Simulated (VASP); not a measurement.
Write the native input for VASP 6.6.1 that does the following.

```
Task                   : single point
Functional             : revPBE
Potentials or basis    : VASP PAW PBE potentials, release 64 (Li_sv)
Cutoff                 : 520 eV
k mesh                 : 21 × 21 × 21
Occupations            : fermi-dirac, width 0.1 eV
Spin                   : no spin polarisation
Dipole correction      : no
Further INCAR settings : ALGO = Normal; EDIFF = 1e-07; NBANDS = 8
```

The structure of Li lies in POSCAR:

```
Li
1.0
   -1.6940280655      1.6940280655      1.6940280655
    1.6940280655     -1.6940280655      1.6940280655
    1.6940280655      1.6940280655     -1.6940280655
Li
1
Direct
    0.0000000000      0.0000000000      0.0000000000
```

These files were run (other wordings do the same):

INCAR

```
PREC = Accurate ; ENCUT = 520
EDIFF = 1E-7 ; ISMEAR = -1
SIGMA = 0.1 ; LREAL = F
LASPH = T ; NELM = 100
ALGO = Normal ; ISIF = 2
LWAVE = F ; LCHARG = F
GGA = RE ; NBANDS = 8
```

KPOINTS

```
Automatic mesh
0
Gamma
  21 21 21
```

Potentials or basis: VASP PAW PBE potentials, release 64 (Li_sv).

Launch:

```console
$ cat potpaw_PBE.64/Li_sv/POTCAR > POTCAR
$ mpirun -np 1 vasp_std > vasp.out
```

Results of the run:

```json
{
  "Band gap on the k mesh": "zero (an odd number of electrons rules out a gap without spin polarisation)"
}
```

It took 10 s on 1 thread of Intel(R) Xeon(R) 6975P-C (Granite Rapids), on a shared host, peak memory 0.15 GiB.
